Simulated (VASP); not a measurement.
# NiO (Fm-3m) in VASP: further runs

NiO is run at these levels: PBEsol; tasks: relaxation of cell and atoms.

Everything below comes from runs of VASP 6.6.1. Logs are shortened: lines on timing, memory, paths and dates and some standing lists are left out, and cuts for length are marked.

**1. The cell of the first run**

Symmetry: Fm-3m, No. 225, cubic system. Conventional cell: a = 4.106 Å, b = 4.106 Å, c = 4.106 Å, α = 90.00°, β = 90.00°, γ = 90.00°. Ni (site symmetry m-3m) has 6 O at 2.05 Å within 2.7 Å. Within 2.7 Å of O (site symmetry m-3m) lie 6 Ni at 2.05 Å.

**2. Relaxation of cell and atoms, PBEsol, collinear spin, ferromagnetic start**

The input, INCAR:

```
SYSTEM = NiO
PREC = Accurate
ENCUT = 600
EDIFF = 1E-6
ISMEAR = 0
SIGMA = 0.1
LREAL = .False.
LASPH = .True.
NELM = 150
ALGO = Normal
ISIF = 3
LWAVE = .False.
LCHARG = .False.
ISPIN = 2
MAGMOM = 0.89 0.15
LORBIT = 11
LMAXMIX = 4
GGA = PS
IBRION = 2
NSW = 100
EDIFFG = -0.005
```

The input, KPOINTS:

```
regular mesh
0
Gamma
  18 18 18
  0 0 0
```

The input, POSCAR:

```
NiO
1.0
    0.0000000000      2.0528784407      2.0528784407
    2.0528784407      0.0000000000      2.0528784407
    2.0528784407      2.0528784407      0.0000000000
Ni O
1 1
Direct
    0.0000000000      0.0000000000      0.0000000000
    0.5000000000      0.5000000000      0.5000000000
```

Potentials or basis: VASP PAW PBE potentials, release 64 (Ni, O).

Launch:

```console
> cat potpaw_PBE.64/Ni/POTCAR potpaw_PBE.64/O/POTCAR > POTCAR
> mpirun -np 1 vasp_std > vasp.out
```

OUTCAR:

```text
SYSTEM = NiO
   PREC = Accurate
   ENCUT = 600
   EDIFF = 1E-6
   ISMEAR = 0
   LREAL = .False.
   LASPH = .True.
   NELM = 150
   ISIF = 3
   ISPIN = 2
   LORBIT = 11
   GGA = PS
   IBRION = 2
   NSW = 100
   EDIFFG = -0.005

 ion  position               nearest neighbor table
   1  0.000  0.000  0.000-   2 2.05   2 2.05   2 2.05   2 2.05   2 2.05   2 2.05
   2  0.500  0.500  0.500-   1 2.05   1 2.05   1 2.05   1 2.05   1 2.05   1 2.05

  LATTYP: Found a face centered cubic cell.
 ALAT       =     4.1057568814

  Lattice vectors:

 A1 = (   0.0000000000,   2.0528784407,   2.0528784407)
 A2 = (   2.0528784407,   0.0000000000,   2.0528784407)
 A3 = (   2.0528784407,   2.0528784407,   0.0000000000)

Analysis of symmetry for initial positions (statically):
=====================================================================
 Subroutine PRICEL returns:
 Original cell was already a primitive cell.

 Routine SETGRP: Setting up the symmetry group for a
 face centered cubic supercell.

 Subroutine GETGRP returns: Found 48 space group operations
 (whereof 48 operations were pure point group operations)
 out of a pool of 48 trial point group operations.

The static configuration has the point symmetry O_h .

Analysis of symmetry for dynamics (positions and initial velocities):
=====================================================================
 Subroutine PRICEL returns:
 Original cell was already a primitive cell.

 Routine SETGRP: Setting up the symmetry group for a
 face centered cubic supercell.

 Subroutine GETGRP returns: Found 48 space group operations
 (whereof 48 operations were pure point group operations)
 out of a pool of 48 trial point group operations.

The dynamic configuration has the point symmetry O_h .

Analysis of structural, dynamic, and magnetic symmetry:
=====================================================================
 Subroutine PRICEL returns:
 Original cell was already a primitive cell.

 Routine SETGRP: Setting up the symmetry group for a
 face centered cubic supercell.

 Subroutine GETGRP returns: Found 48 space group operations
 (whereof 48 operations were pure point group operations)
 out of a pool of 48 trial point group operations.

The overall configuration has the point symmetry O_h .

 Subroutine INISYM returns: Found 48 space group operations
 (whereof 48 operations are pure point group operations),
 and found     1 'primitive' translations

----------------------------------------------------------------------------------------

                                     Primitive cell

  volume of cell :      17.3029

  direct lattice vectors                    reciprocal lattice vectors
     0.000000000  2.052878441  2.052878441    -0.243560452  0.243560452  0.243560452
[... 122 lines left out ...]
 maximum number of plane-waves:       589
   NGX = 11   NGY = 11   NGZ = 11

--------------------------------------- Ionic step        1  -------------------------------------------

 number of electron      15.9999989 magnetization       0.8980378

 Free energy of the ion-electron system (eV)
  ---------------------------------------------------
  ext. energy  EPLUGINS =         0.00000000
  ---------------------------------------------------
  free energy    TOTEN  =       -12.40034050 eV

  energy without entropy =      -12.39082759  energy(sigma->0) =      -12.39558405

------------------------ aborting loop because EDIFF is reached ----------------------------------------

  FORCE on cell =-STRESS in cart. coord.  units (eV):
  Direction    XX          YY          ZZ          XY          YZ          ZX
  --------------------------------------------------------------------------------------
  -------------------------------------------------------------------------------------
  Total       -0.0431127     -0.0431127     -0.0431127      0.0000000     -0.0000000      0.0000000
  in kB       -3.9920552     -3.9920552     -3.9920552      0.0000000     -0.0000000      0.0000000
  external PRESSURE =      -3.9920552 kB  Pullay stress =       0.0000000 kB
[... 59 lines left out ...]
--------------------------------------- Ionic step        3  -------------------------------------------

 number of electron      15.9999990 magnetization       0.8637544

 Free energy of the ion-electron system (eV)
  ---------------------------------------------------
  ext. energy  EPLUGINS =         0.00000000
  ---------------------------------------------------
  free energy    TOTEN  =       -12.40039587 eV

  energy without entropy =      -12.39131909  energy(sigma->0) =      -12.39585748

 E-fermi :   8.5417     XC(G=0): -13.2624

 val. band max:        8.5407916942   @ k =  -0.3333   0.3333   0.0000
 cond. band min:       8.5447557500   @ k =  -0.4444   0.3333   0.1111
 fundamental gap:      0.0039640558
 Fermi energy:         8.5416564485

 spin component 1

 k-point     1 :       0.0000    0.0000    0.0000
  band No.  band energies     occupation
      1     -12.4153      1.00000
      2       5.1667      1.00000
      3       5.1667      1.00000
      4       5.1667      1.00000
      5       6.1497      1.00000
      6       6.1498      1.00000
      7       6.2055      1.00000
      8       6.2056      1.00000
      9       6.2056      1.00000
     10      10.3196      0.00000
     11      26.3121      0.00000
     12      27.8117      0.00000
     13      27.8117      0.00000
[... 356 lines left out ...]
      2       2.0091      1.00000
      3       3.2744      1.00000
      4       3.5196      1.00000
      5       6.5517      1.00000
      6       6.6016      1.00000
      7       6.9445      1.00000
      8       7.8389      1.00000
      9       8.4400      0.92475
     10      13.0337      0.00000
     11      21.1154      0.00000
     12      24.6636      0.00000
     13      25.6197      0.00000

 [... further k-points ...]

 spin component 2

 k-point     1 :       0.0000    0.0000    0.0000
  band No.  band energies     occupation
      1     -12.2269      1.00000
      2       5.3878      1.00000
      3       5.3878      1.00000
      4       5.3878      1.00000
      5       6.6598      1.00000
      6       6.6599      1.00000
      7       6.6599      1.00000
      8       7.3156      1.00000
      9       7.3156      1.00000
     10      10.4922      0.00000
     11      26.3022      0.00000
     12      27.9486      0.00000
     13      27.9486      0.00000
[... 397 lines left out ...]
  FREE ENERGIE OF THE ION-ELECTRON SYSTEM (eV)
  ---------------------------------------------------
  free  energy   TOTEN  =       -12.4003958725 eV

  energy  without entropy=      -12.3913190864  energy(sigma->0) =      -12.39585748

 reached required accuracy - stopping structural energy minimisation

 total charge

# of ion       s       p       d       tot
------------------------------------------
    1        0.351   0.442   8.360   9.153
    2        1.559   3.386   0.000   4.944
--------------------------------------------------
tot          1.909   3.828   8.360  14.098

 magnetization (x)

# of ion       s       p       d       tot
------------------------------------------
    1        0.009   0.010   0.715   0.733
    2        0.017   0.093   0.000   0.110
--------------------------------------------------
tot          0.026   0.103   0.715   0.843
```

OSZICAR:

```text
N       E                     dE             d eps       ncg     rms          rms(c)
DAV:   1     0.924631209248E+02    0.92463E+02   -0.85567E+03 10412   0.172E+03
DAV:   2    -0.850563429478E+01   -0.10097E+03   -0.89233E+02 10833   0.308E+02
[... 29 lines left out ...]
       N       E                     dE             d eps       ncg     rms          rms(c)
DAV:   1    -0.124004770584E+02   -0.86587E-04   -0.12660E-03 10870   0.614E-01    0.690E-02
DAV:   2    -0.124004111145E+02    0.65944E-04   -0.30445E-04 11040   0.401E-01    0.409E-02
DAV:   3    -0.124004003758E+02    0.10739E-04   -0.60983E-05 13088   0.204E-01    0.214E-02
DAV:   4    -0.124003965021E+02    0.38737E-05   -0.93599E-06 14091   0.687E-02    0.739E-03
DAV:   5    -0.124003958725E+02    0.62963E-06   -0.11042E-06  5100   0.152E-02
   3 F= -.12400396E+02 E0= -.12395857E+02  d E =-.553725E-04  mag=     0.8642
```

CONTCAR:

```text
NiO
   1.00000000000000
     0.0000000000000000    2.0512502792791611    2.0512502792791611
     2.0512502792791611   -0.0000000000000000    2.0512502792791611
     2.0512502792791611    2.0512502792791611   -0.0000000000000000
  Ni              O
     1     1
Direct
     0.0000000000000000    0.0000000000000000    0.0000000000000000
     0.5000000000000000    0.5000000000000000    0.5000000000000000

  0.00000000E+00  0.00000000E+00  0.00000000E+00
  0.00000000E+00  0.00000000E+00  0.00000000E+00
```

It took 1.8 min on 1 thread of Intel Xeon Platinum 8488C (Sapphire Rapids), shared host; peak memory 0.23 GiB.

What came out:

* Free energy: -12.4004 eV
* Relaxed volume: 8.63 Å³/atom
* Relaxed cell: a = 2.901 Å, b = 2.901 Å, c = 2.901 Å, α = 60.00°, β = 60.00°, γ = 60.00°
* Space group after relaxing (to 0.05 Å): Fm-3m (No. 225)
* Energy gained by relaxing: 0.0 meV/atom
* Ionic steps: 3
* Pressure after relaxing: -0.1 GPa
* Net moment: 0.86 μB per cell
* Site moments: Ni +0.73; O +0.11 μB
* Valence electrons inside the program's atomic spheres: Ni 9.15; O 4.94

Final structure:
```
Ni O
1.0
     0.00000    2.05125    2.05125
     2.05125    0.00000    2.05125
     2.05125    2.05125    0.00000
Ni O
1 1
Cartesian
  0.0000 0.0000 0.0000
  2.0512 2.0512 2.0512
```

Levels at points of the mesh, in eV from the Fermi level:
Spin up:
```
           k point  band 5  band 6  band 7  band 8  band 9  band 10  band 11  band 12  band 13
(0.00, 0.00, 0.00)   -2.39   -2.39   -2.34   -2.34   -2.34     1.78    17.77    19.27    19.27
(0.50, 0.00, 0.00)   -1.46   -1.46   -1.00    0.89    0.89     5.56    10.41    14.28    14.28
(0.50, 0.50, 0.00)   -3.40   -1.98   -1.32   -1.15   -1.15     6.50    10.74    12.43    17.12
```
Spin down:
| k point | band 5 | band 6 | band 7 | band 8 | band 9 | band 10 | band 11 | band 12 |
| --- | --- | --- | --- | --- | --- | --- | --- | --- |
| (0.00, 0.00, 0.00) | -1.88 | -1.88 | -1.88 | -1.23 | -1.23 | 1.95 | 17.76 | 19.41 |
| (0.50, 0.00, 0.00) | -0.92 | -0.92 | -0.53 | 1.82 | 1.82 | 5.65 | 10.65 | 14.43 |
| (0.50, 0.50, 0.00) | -3.01 | -0.77 | -0.64 | -0.64 | -0.12 | 6.73 | 10.90 | 12.60 |

Caveat: the PAW data sets were made with another functional, which shifts forces and pressure a little; a cell with one magnetic atom can't hold antiferromagnetic order, which such compounds often take; semilocal functionals often make such compounds metallic where correlation or magnetic order opens a gap, which also shifts bond lengths. With open d or f shells a metallic result of PBEsol can be an artefact of self-interaction; +U or a hybrid may open a gap.

**3. Relaxation of cell and atoms, PBEsol, collinear spin, ferromagnetic start, target pressure 10 GPa, at which the enthalpy is minimised**

This run uses another cell than the first one, of 8.18 Å³/atom, 0.945 times its volume.

The input, INCAR:

```
  PREC = Accurate
  ENCUT = 600
  EDIFF = 1E-6
  ISMEAR = 0
  SIGMA = 0.1
  LREAL = False
  LASPH = True
  NELM = 150
  ALGO = Normal
  ISIF = 3
  LWAVE = False
  LCHARG = False
  ISPIN = 2
  MAGMOM = 0.76 0.12
  LORBIT = 11
  LMAXMIX = 4
  GGA = PS
  IBRION = 2
  NSW = 70
  EDIFFG = -0.008
  PSTRESS = 100.0
```

The input, KPOINTS:

```
Automatic mesh
0
Gamma
  18 18 18
```

The input, POSCAR:

```
NiO
1.0
    0.0000000000      2.0145573574      2.0145573574
    2.0145573574      0.0000000000      2.0145573574
    2.0145573574      2.0145573574      0.0000000000
Ni O
1 1
Direct
    0.0000000000      0.0000000000      0.0000000000
    0.5000000000      0.5000000000      0.5000000000
```

Potentials or basis: VASP PAW PBE potentials, release 64 (Ni, O).

Launch:

```console
> cat potpaw_PBE.64/Ni/POTCAR potpaw_PBE.64/O/POTCAR > POTCAR
> mpirun -np 1 vasp_std > vasp.out
```

Run time: 7.7 min. Hardware: 1 thread of Oxide Virtual Turin-like, shared host; peak memory 0.18 GiB.

It converged, with:

| Property | Result |
| --- | --- |
| Free energy | -12.3775 eV |
| Relaxed volume | 8.28 Å³/atom |
| Relaxed cell | a = 2.862 Å, b = 2.862 Å, c = 2.862 Å, α = 60.00°, β = 60.00°, γ = 60.00° |
| Space group after relaxing (to 0.05 Å) | Fm-3m (No. 225) |
| Energy change on relaxing (the enthalpy is what falls) | -8.0 meV/atom |
| Ionic steps | 3 |
| Pressure after relaxing | 10.1 GPa |
| Net moment | 0.72 μB per cell |
| Site moments | Ni +0.61; O +0.09 μB |
| Valence electrons inside the program's atomic spheres | Ni 9.25; O 4.97 |

Step by step:
| step | energy change (eV) | largest force (eV/Å) | pressure (GPa) | volume (Å³) |
| --- | --- | --- | --- | --- |
| 1 | 0.0000 | 0.0000 | 13.66 | 16.35 |
| 2 | -0.0276 | 0.0000 | 6.34 | 16.80 |
| 3 | -0.0159 | 0.0000 | 10.06 | 16.57 |

Final structure:
```xyz
2
Lattice="0.0000 2.0234 2.0234 2.0234 0.0000 2.0234 2.0234 2.0234 0.0000" Properties=species:S:1:pos:R:3 pbc="T T T"
Ni    0.0000    0.0000    0.0000
O     2.0234    2.0234    2.0234
```

Levels at points of the mesh, in eV from the Fermi level:
Spin up:
| k point | band 5 | band 6 | band 7 | band 8 | band 9 | band 10 | band 11 | band 12 |
| --- | --- | --- | --- | --- | --- | --- | --- | --- |
| (0.00, 0.00, 0.00) | -2.42 | -2.42 | -2.42 | -2.38 | -2.38 | 2.03 | 17.87 | 19.59 |
| (0.50, 0.00, 0.00) | -1.46 | -1.46 | -0.98 | 1.05 | 1.05 | 5.63 | 10.82 | 14.55 |
| (0.50, 0.50, 0.00) | -3.58 | -1.93 | -1.19 | -1.13 | -1.13 | 6.78 | 11.00 | 12.62 |
Spin down:
```
           k point  band 6  band 7  band 8  band 9  band 10  band 11
(0.00, 0.00, 0.00)   -2.04   -2.04   -1.41   -1.41     2.17    17.87
(0.50, 0.00, 0.00)   -1.01   -0.59    1.83    1.83     5.71    11.02
(0.50, 0.50, 0.00)   -0.93   -0.70   -0.70   -0.18     6.98    11.15
```

Caveat: the cell is relaxed towards a set pressure, so the enthalpy falls and the energy may rise; the PAW data sets were made with another functional, which shifts forces and pressure a little; a cell with one magnetic atom can't hold antiferromagnetic order, which such compounds often take; semilocal functionals often make such compounds metallic where correlation or magnetic order opens a gap, which also shifts bond lengths.

**4. Relaxation of cell and atoms, PBEsol, collinear spin, ferromagnetic start, target pressure 5 GPa, at which the enthalpy is minimised**

This run uses another cell than the first one, of 8.51 Å³/atom, 0.983 times its volume.

The input, INCAR:

```
SYSTEM = NiO
ALGO     = Normal         ! electronic algorithm
EDIFF    = 1E-6           ! SCF threshold, eV
EDIFFG   = -0.008         ! ionic threshold
ENCUT    = 600            ! plane-wave cutoff, eV
GGA      = PS             ! functional
IBRION   = 2              ! ionic algorithm
ISIF     = 3              ! what is computed and relaxed
ISMEAR   = 0              ! smearing method
ISPIN    = 2              ! spin polarisation
LASPH    = .True.         ! aspherical terms in the spheres
LCHARG   = .False.        ! write CHGCAR
LMAXMIX  = 4              ! l up to which the mixer works
LORBIT   = 11             ! projections on sites
LREAL    = .False.        ! projectors in reciprocal space
LWAVE    = .False.        ! write WAVECAR
MAGMOM   = 1.1 0.2        ! initial moments
NELM     = 150            ! most SCF steps
NSW      = 70             ! ionic steps
PREC     = Accurate       ! precision mode
PSTRESS  = 50.0         
SIGMA    = 0.1            ! smearing width, eV
```

The input, KPOINTS:

```
k-points
0
Gamma
  18 18 18
  0 0 0
```

The input, POSCAR:

```
NiO
1.0
    0.0000000000      2.0415214980      2.0415214980
    2.0415214980      0.0000000000      2.0415214980
    2.0415214980      2.0415214980      0.0000000000
Ni O
1 1
Direct
    0.0000000000      0.0000000000      0.0000000000
    0.5000000000      0.5000000000      0.5000000000
```

Launch:

```console
> cat potpaw_PBE.64/Ni/POTCAR potpaw_PBE.64/O/POTCAR > POTCAR
> mpirun -np 1 vasp_std > vasp.out
```

It took 6.4 min on 1 thread of Oxide Virtual Turin-like, shared host; peak memory 0.19 GiB.

Results (log left out):

```yaml
Free_energy: -12.3940 eV
Relaxed_volume: 8.44 Å³/atom
Relaxed_cell: a = 2.880 Å, b = 2.880 Å, c = 2.880 Å, α = 60.00°, β = 60.00°, γ = 60.00°
Space_group_after_relaxing_to_0.05_Å: Fm-3m (No. 225)
Energy_change_on_relaxing_the_enthalpy_is_what_falls: +1.7 meV/atom
Ionic_steps: 3
Pressure_after_relaxing: 5.1 GPa
Net_moment: 0.76 μB per cell
Site_moments: Ni +0.65; O +0.10 μB
Valence_electrons_inside_the_program's_atomic_spheres: Ni 9.20; O 4.96
```

The path:
```
step  energy change (eV)  largest force (eV/Å)  pressure (GPa)  volume (Å³)
   1              0.0000                0.0000            3.19        17.02
   2              0.0071                0.0000            6.63        16.78
   3              0.0034                0.0000            5.07        16.89
```

Final structure:
```cif
data_structure
_symmetry_space_group_name_H-M 'P 1'
_symmetry_Int_Tables_number 1
_cell_length_a 2.8797
_cell_length_b 2.8797
_cell_length_c 2.8797
_cell_angle_alpha 60.000
_cell_angle_beta 60.000
_cell_angle_gamma 60.000
_cell_volume 16.89
loop_
_atom_site_label
_atom_site_type_symbol
_atom_site_fract_x
_atom_site_fract_y
_atom_site_fract_z
_atom_site_occupancy
Ni1 Ni 0.00000 0.00000 0.00000 1
O1 O 0.50000 0.50000 0.50000 1
```

Levels at points of the mesh, in eV from the Fermi level:
Spin up:
```tsv
k point	band 6	band 7	band 8	band 9	band 10	band 11	band 12	band 13
(0.00, 0.00, 0.00)	-2.37	-2.37	-2.36	-2.36	1.91	17.83	19.45	19.45
(0.50, 0.00, 0.00)	-1.45	-0.98	0.99	0.99	5.60	10.63	14.43	14.43
(0.50, 0.50, 0.00)	-1.93	-1.23	-1.12	-1.12	6.66	10.88	12.54	17.39
```
Spin down:
| k point | band 6 | band 7 | band 8 | band 9 | band 10 | band 11 |
| --- | --- | --- | --- | --- | --- | --- |
| (0.00, 0.00, 0.00) | -1.97 | -1.97 | -1.33 | -1.33 | 2.07 | 17.82 |
| (0.50, 0.00, 0.00) | -0.96 | -0.56 | 1.81 | 1.81 | 5.69 | 10.85 |
| (0.50, 0.50, 0.00) | -0.86 | -0.67 | -0.67 | -0.16 | 6.86 | 11.03 |

Caveat: the cell is relaxed towards a set pressure, so the enthalpy falls and the energy may rise; the PAW data sets were made with another functional, which shifts forces and pressure a little; a cell with one magnetic atom can't hold antiferromagnetic order, which such compounds often take; semilocal functionals often make such compounds metallic where correlation or magnetic order opens a gap, which also shifts bond lengths. With open d or f shells a metallic result of PBEsol can be an artefact of self-interaction; +U or a hybrid may open a gap.

**5. Summary**

| cell | gap on the mesh (eV) | pressure (GPa) | moment (μB) |
| --- | --- | --- | --- |
| relaxed from a = 2.903 Å, angles 60.0°, 2 atoms | none | -0.1 | 0.86 |
| relaxed to 10 GPa from a = 2.849 Å, angles 60.0°, 2 atoms | none | 10.1 | 0.72 |
| relaxed to 5 GPa from a = 2.887 Å, angles 60.0°, 2 atoms | none | 5.1 | 0.76 |

Alike in all rows: task relaxation of cell and atoms; level PBEsol; potentials or basis VASP PAW PBE potentials, release 64 (Ni, O); spin collinear, ferromagnetic start; k mesh 18 × 18 × 18; cutoff (eV) 600; smearing gaussian 0.1 eV.

Caveats: the PAW data sets were made with another functional, which shifts forces and pressure a little; a cell with one magnetic atom can't hold antiferromagnetic order, which such compounds often take; semilocal functionals often make such compounds metallic where correlation or magnetic order opens a gap, which also shifts bond lengths; the cell is relaxed towards a set pressure, so the enthalpy falls and the energy may rise (some runs).

Absolute energies hang on the potentials; compare differences alone.
